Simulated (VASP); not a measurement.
Here is a VASP 6.6.1 calculation.

The input INCAR:

```
SYSTEM = Sn
ALGO     = Normal         ! electronic algorithm
EDIFF    = 1E-7           ! SCF threshold, eV
EDIFFG   = -0.1           ! ionic threshold
ENCUT    = 600            ! plane-wave cutoff, eV
GGA      = PE             ! functional
IBRION   = 2              ! ionic algorithm
ISIF     = 3              ! what is computed and relaxed
ISMEAR   = -1             ! smearing method
IVDW     = 13             ! dispersion correction
LASPH    = .True.         ! aspherical terms in the spheres
LCHARG   = .False.        ! write CHGCAR
LREAL    = .False.        ! projectors in reciprocal space
LWAVE    = .False.        ! write WAVECAR
NELM     = 60             ! most SCF steps
NSW      = 100            ! ionic steps
PREC     = Accurate       ! precision mode
SIGMA    = 0.3            ! smearing width, eV
```

Contents of KPOINTS:

```
k-points
0
Gamma
  7 7 7
  0 0 0
```

File POSCAR:

```
Sn
1.0
    0.0000000000      3.2333400000      3.2333400000
    3.2333400000      0.0000000000      3.2333400000
    3.2333400000      3.2333400000      0.0000000000
Sn
2
Direct
    0.0000000000      0.0000000000      0.0000000000
    0.2500000000      0.2500000000      0.2500000000
```

Potentials or basis: VASP PAW PBE potentials, release 64 (Sn_d).

Launch:

```console
$ cat potpaw_PBE.64/Sn_d/POTCAR > POTCAR
$ mpirun -np 1 vasp_std > vasp.out
```

What does it give for the relaxed cell?

a = 4.656 Å, b = 4.656 Å, c = 4.656 Å, α = 60.00°, β = 60.00°, γ = 60.00°.

Estimate the band gap on the k mesh.

zero (band 14 reaches 5.27 eV, above the bottom of band 15 at 5.13 eV).

Predict the dispersion energy per atom.

-0.323 eV.

Predict the relaxed volume.

35.68 Å³/atom.

Final structure:
```
CELL_PARAMETERS angstrom
0.00000 3.29200 3.29200
3.29200 0.00000 3.29200
3.29200 3.29200 0.00000
ATOMIC_POSITIONS crystal
Sn 0.00000 0.00000 0.00000
Sn 0.25000 0.25000 0.25000
```

Caveat: spin-orbit coupling is left out, which moves the levels of the heavy elements; pairwise dispersion overbinds metals, which lowers pressure and volume. Zero-point motion and thermal expansion aren't in these numbers.
